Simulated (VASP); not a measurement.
Write the native input for VASP 6.6.1 that does the following.

* Task: density of states
* Functional: PBE
* Potentials or basis: VASP PAW PBE potentials, release 64 (Sc_sv, Si, Zn)
* Cutoff: 520 eV
* k mesh: 7 × 7 × 7
* Occupations: methfessel-paxton, width 0.0226 eV
* Spin: no spin polarisation
* Dipole correction: no
* k mesh for the DOS: 11 × 11 × 11
* Occupations for the DOS: tetrahedron
* Further INCAR settings: ALGO = Normal; EDIFF = 1e-06; NBANDS = 36

Crystal: ScZnSi.

```
Sc Si Zn
1.0
     0.00000    3.82846    0.00000
     3.82846    0.00000    0.00000
     1.91423    1.91423   -7.00011
Sc Si Zn
2 2 2
Direct
  0.50000 0.00000 0.00000
  0.00000 0.50000 0.00000
  0.12000 0.12000 0.76000
  0.88000 0.88000 0.24000
  0.32490 0.32490 0.35020
  0.67510 0.67510 0.64980
```

One way to write it, as run:

POSCAR

```
ScZnSi
1.0
    0.0000000000      3.8284640000      0.0000000000
    3.8284640000      0.0000000000      0.0000000000
    1.9142320000      1.9142320000     -7.0001060000
Sc Si Zn
2 2 2
Direct
    0.5000000000      0.0000000000      0.0000000000
    0.0000000000      0.5000000000      0.0000000000
    0.1200000000      0.1200000000      0.7600000000
    0.8800000000      0.8800000000      0.2400000000
    0.3249000000      0.3249000000      0.3502000000
    0.6751000000      0.6751000000      0.6498000000
```

INCAR.step1

```
SYSTEM = ScZnSi
PREC     = Accurate       ! precision mode
ENCUT    = 520            ! plane-wave cutoff, eV
EDIFF    = 1E-6           ! SCF threshold, eV
ISMEAR   = 1              ! smearing method
SIGMA    = 0.0226         ! smearing width, eV
LREAL    = .False.        ! projectors in reciprocal space
LASPH    = .True.         ! aspherical terms in the spheres
NELM     = 80             ! most SCF steps
ALGO     = Normal         ! electronic algorithm
ISIF     = 2              ! what is computed and relaxed
LWAVE    = .False.        ! write WAVECAR
LCHARG   = .True.         ! write CHGCAR
LMAXMIX  = 4              ! l up to which the mixer works
GGA      = PE             ! functional
NBANDS   = 36             ! bands
```

KPOINTS.step1

```
Automatic mesh
0
Gamma
  7 7 7
  0 0 0
```

INCAR.step2

```
SYSTEM = ScZnSi
PREC     = Accurate       ! precision mode
ENCUT    = 520            ! plane-wave cutoff, eV
EDIFF    = 1E-6           ! SCF threshold, eV
ISMEAR   = -5             ! smearing method
SIGMA    = 0.0226         ! smearing width, eV
LREAL    = .False.        ! projectors in reciprocal space
LASPH    = .True.         ! aspherical terms in the spheres
NELM     = 80             ! most SCF steps
ALGO     = Normal         ! electronic algorithm
ISIF     = 2              ! what is computed and relaxed
LWAVE    = .False.        ! write WAVECAR
LCHARG   = .False.        ! write CHGCAR
LMAXMIX  = 4              ! l up to which the mixer works
GGA      = PE             ! functional
LORBIT   = 11             ! projections on sites
NBANDS   = 36             ! bands
NEDOS    = 1001           ! points of the DOS
ICHARG   = 11             ! starting density
```

KPOINTS.step2

```
Automatic mesh
0
Gamma
  11 11 11
  0 0 0
```

Potentials or basis: VASP PAW PBE potentials, release 64 (Sc_sv, Si, Zn).

The run is started by

```console
$ cat potpaw_PBE.64/Sc_sv/POTCAR potpaw_PBE.64/Si/POTCAR potpaw_PBE.64/Zn/POTCAR > POTCAR
$ cp INCAR.step1 INCAR
$ cp KPOINTS.step1 KPOINTS
$ mpirun -np 1 vasp_std > vasp.out
$ cp INCAR.step2 INCAR
$ cp KPOINTS.step2 KPOINTS
$ mpirun -np 1 vasp_std > vasp.out
```

Results of the run:

The valence electrons inside the program's atomic spheres are Sc 9.96; Si 1.72; Zn 10.64.

Run time: 10 min on 1 thread of Oxide Virtual Turin-like Processor, on a shared host, peak memory 0.46 GiB.
